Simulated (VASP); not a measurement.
Runs of VASP 6.6.1 on Ir. The structure is that of space group Fm-3m (No. 225), or close to it. The cells are those of the table. 

```tsv
task	cell	cutoff (eV)	gap on the mesh (eV)	pressure (GPa)
single point	a = 2.693 Å, angles 60.0°, 1 atom	520	none	(a)
relaxation of cell and atoms	relaxed to 4 GPa from a = 2.695 Å, angles 60.0°, 1 atom	600	none	4.0
single point	a = 2.691 Å, angles 60.0°, 1 atom	520	none	4.6
single point	a = 2.665 Å, angles 60.0°, 1 atom	520	none	(b)
relaxation of cell and atoms	relaxed to 2 GPa from a = 2.695 Å, angles 60.0°, 1 atom	600	none	2.0
relaxation of cell and atoms	relaxed to 1 GPa from a = 2.695 Å, angles 60.0°, 1 atom	600	none	1.0
single point	a = 2.674 Å, angles 60.0°, 1 atom	520	none	12.9
single point	a = 2.687 Å, angles 60.0°, 1 atom	520	none	6.7
```

Alike in all rows: level LDA; potentials or basis VASP PAW LDA potentials, release 64 (Ir); no spin polarisation; k mesh 24 × 24 × 24; smearing fermi-dirac 0.1 eV.

Estimate the missing entries.

(a) 3.6; (b) 18.1.

Caveats: spin-orbit coupling is left out, which moves the levels of the heavy elements; the cell stands under pressure (at least some runs); the cell is relaxed towards a set pressure, so the run minimises the enthalpy, not the energy (at least some runs).

A k mesh can miss the band edges, and the runs leave out spin-orbit coupling on Ir.

A gap of «none» marks levels without a gap at the run's occupations.
